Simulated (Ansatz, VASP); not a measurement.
# Two plane-wave programs on Mo6CO

```
Mo C O
1.0
     4.46958    0.00000    0.00000
    -2.23479    3.87077    0.00000
     0.00000    0.00000   22.25957
Mo C O
6 1 1
Direct
  0.66667 0.33333 0.17970
  0.33333 0.66667 0.22068
  0.00000 0.00000 0.26167
  0.66667 0.33333 0.29905
  0.33333 0.66667 0.33552
  0.00000 0.00000 0.37106
  0.16667 0.33333 0.44383
  0.27262 0.54524 0.48068
```

Alike in both runs: task single point; functional PBE; k mesh 6 × 6 × 1; occupations gaussian, width 0.1 eV; no spin polarisation.

|  | VASP | Ansatz |
| --- | --- | --- |
| version | VASP 6.6.1 | Ansatz 0.2.0 |
| potentials or method | VASP PAW PBE potentials, release 64 (Mo_sv, C, O), cutoff 520 eV | scalar-relativistic, plane waves, PAW |
| valence electrons in the cell | 94 | 94 |

|  | VASP | Ansatz | Ansatz less VASP |
| --- | --- | --- | --- |
| gap on the k mesh at the Fermi level (eV) | none | none | - |
| rms of the force components (eV/Å) | 0.869 | 0.790 | -0.0788 |

Atom by atom the forces differ by 0.228 eV/Å (rms over components). A gap of «none» marks a metal or a gap that the smearing closes.

Noted on VASP's run: the standard files for N, O and F lose accuracy on very short bonds.
